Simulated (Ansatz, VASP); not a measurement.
# Mg in VASP and in Ansatz

INCAR

```
SYSTEM = Mg
  ALGO = Normal
  EDIFF = 1E-6
  ENCUT = 520
  GGA = RE
  ISIF = 2
  ISMEAR = -1
  LASPH = .TRUE.
  LCHARG = .FALSE.
  LREAL = .FALSE.
  LWAVE = .FALSE.
  NBANDS = 9
  NELM = 80
  PREC = Accurate
  SIGMA = 0.1
```

Contents of KPOINTS:

```
k-points
0
G
  9 9 9
  0 0 0
```

The input POSCAR:

```
Mg
1.0
    0.0000000000      3.5637267109      3.5637267109
    3.5637267109      0.0000000000      3.5637267109
    3.5637267109      3.5637267109      0.0000000000
Mg
2
Direct
    0.1250000000      0.1250000000      0.1250000000
    0.8750000000      0.8750000000      0.8750000000
```

Input for Ansatz:

```yaml
crystal:
  lattice:
    - [0.0, 3.5637267109, 3.5637267109]
    - [3.5637267109, 0.0, 3.5637267109]
    - [3.5637267109, 3.5637267109, 0.0]
  atoms:
    - { symbol: Mg, position: [0.125, 0.125, 0.125] }
    - { symbol: Mg, position: [0.875, 0.875, 0.875] }
hamiltonian:
  xc: revpbe
  pseudopotentials:
    kind: paw
    azcp:
      Mg: "pseudopotentials/Mg.paw.azcp"
basis:
  ecutwfc: 420
  fft_grid_basis: typed
kpoints:
  mp_grid: { grid: [9, 9, 9], shift: [0, 0, 0] }
magnetization:
  spin_polarized: false
scf:
  occupations: { method: fermi_dirac, width: 0.1 }
  lower_state_search: "off"
output:
  stress: true
```

Alike in both runs: task single point; functional revPBE; k mesh 9 × 9 × 9; occupations fermi-dirac, width 0.1 eV; no spin polarisation.

|  | VASP | Ansatz |
| --- | --- | --- |
| version | VASP 6.6.1 | Ansatz 0.2.0 |
| potentials or method | VASP PAW PBE potentials, release 64 (Mg), cutoff 520 eV | plane waves (420 eV) with PAW, scalar-relativistic |
| valence electrons in the cell | 4 | 20 |

Ansatz gave:

- pressure (GPa): -0.6

Task: What did VASP give for the same quantities?

Result: Pressure (GPa): -0.7.

VASP's potentials were made for PBE, not for revPBE. VASP's potentials hold 4 valence electrons a cell and Ansatz's 20, so a difference there can come from the potentials and not from the codes.
